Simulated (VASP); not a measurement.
Bi, 1 atom in the cell. Symmetry: Im-3m, No. 229, cubic system. Conventional cell: a = 3.506 Å, b = 3.506 Å, c = 3.506 Å, α = 90.00°, β = 90.00°, γ = 90.00°. Bi (site symmetry m-3m) has 14 Bi at 3.04 to 3.51 Å within 4.0 Å.  This cell differs from its parent crystal: volume scaled by 0.68.

```yaml
Program: VASP 6.6.1
Task: single point
Functional: PBE
Potentials_or_basis: VASP PAW PBE potentials, release 64 (Bi_d)
Cutoff: 520 eV
k_mesh: 13 × 13 × 13
Occupations: fermi-dirac, width 0.08 eV
Spin: no spin polarisation
Dipole_correction: no
Further_INCAR_settings: ALGO = Normal; EDIFF = 1e-06; NBANDS = 14
```

Potentials or basis: VASP PAW PBE potentials, release 64 (Bi_d).

Command:

```console
$ cat potpaw_PBE.64/Bi_d/POTCAR > POTCAR
$ mpirun -np 1 vasp_std > vasp.out
```

Hardware: 1 thread of Intel Xeon 8259CL (shared host).

Q: Estimate the wall time of this run.

A: Wall time 27 s on 1 thread of Intel Xeon 8259CL, on a shared host, peak memory 0.15 GiB. Counts: scf iterations 11, k points 84.
